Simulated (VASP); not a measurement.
Write the native input for VASP 6.6.1 that does the following.

* Task: single point
* Functional: RPBE
* Potentials or basis: VASP PAW PBE potentials, release 64 (Mg)
* Cutoff: 520 eV
* k mesh: 11 × 11 × 11
* Occupations: fermi-dirac, width 0.1 eV
* Spin: no spin polarisation
* Dipole correction: no
* Further INCAR settings: ALGO = Normal; EDIFF = 1e-07; NBANDS = 7

The structure of Mg lies in POSCAR:

```
Mg
1.0
    3.0543575930      0.0000000000      0.0000000000
    0.0000000000      3.0543575930      0.0000000000
    0.0000000000      0.0000000000      3.0543575930
Mg
1
Direct
    0.0000000000      0.0000000000      0.0000000000
```

One way to write it, as run:

INCAR

```
SYSTEM = Mg
PREC     = Accurate       ! precision mode
ENCUT    = 520            ! plane-wave cutoff, eV
EDIFF    = 1E-7           ! SCF threshold, eV
ISMEAR   = -1             ! smearing method
SIGMA    = 0.1            ! smearing width, eV
LREAL    = .False.        ! projectors in reciprocal space
LASPH    = .True.         ! aspherical terms in the spheres
NELM     = 80             ! most SCF steps
ALGO     = Normal         ! electronic algorithm
ISIF     = 2              ! what is computed and relaxed
LWAVE    = .False.        ! write WAVECAR
LCHARG   = .False.        ! write CHGCAR
GGA      = RP             ! functional
NBANDS   = 7              ! bands
```

KPOINTS

```
regular mesh
0
Gamma
  11 11 11
  0 0 0
```

Potentials or basis: VASP PAW PBE potentials, release 64 (Mg).

The run is started by

```bash
$ cat potpaw_PBE.64/Mg/POTCAR > POTCAR
$ mpirun -np 1 vasp_std > vasp.out
```

It gave:

The pressure is -0.1 GPa. The band gap on the k mesh is zero (band 1 reaches 4.96 eV, above the bottom of band 2 at 0.32 eV).

Caveat: the PAW data sets were made with another functional, which shifts forces and pressure a little.

Wall time 14 s on 1 thread of Intel Xeon 6975P-C, with other jobs on the host, peak memory 0.14 GiB.
